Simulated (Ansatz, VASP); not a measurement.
**AlB2As3: VASP beside Ansatz**

```
Al B As
1.0
     3.60113    0.00000    0.00000
    -1.80056    3.11867    0.00000
     0.00000    0.00000    9.04787
Al B As
1 2 3
Direct
  0.33333 0.66667 0.66898
  0.00000 0.00000 0.01804
  0.66667 0.33333 0.32035
  0.33333 0.66667 0.94402
  0.66667 0.33333 0.55064
  0.00000 0.00000 0.24797
```

Alike in both runs: functional PBE; k mesh 6 × 6 × 2; occupations gaussian, width 0.1 eV; no spin polarisation.

Ansatz relaxed the structure, and its values are those at the end. VASP's run is a single point on that final structure, the one shown.

```csv
,VASP,Ansatz
version,VASP 6.6.1,Ansatz 0.2.0
potentials or method,"VASP PAW PBE potentials, release 64 (Al, B, As), cutoff 520 eV","scalar-relativistic, plane waves, PAW"
valence electrons in the cell,24,54
```

|  | VASP | Ansatz | Ansatz less VASP |
| --- | --- | --- | --- |
| gap on the k mesh at the Fermi level (eV) | 0.37 | 0.39 | +0.014 |
| least direct gap on the mesh (eV) | 0.73 | 0.74 | +0.008 |
| pressure (GPa) | 0.3 | 0.0 | -0.35 |
| rms of the force components (eV/Å) | 0.018 | 0.008 | -0.0097 |

VASP's potentials hold 24 valence electrons a cell and Ansatz's 54, so a difference there can come from the potentials and not from the codes.
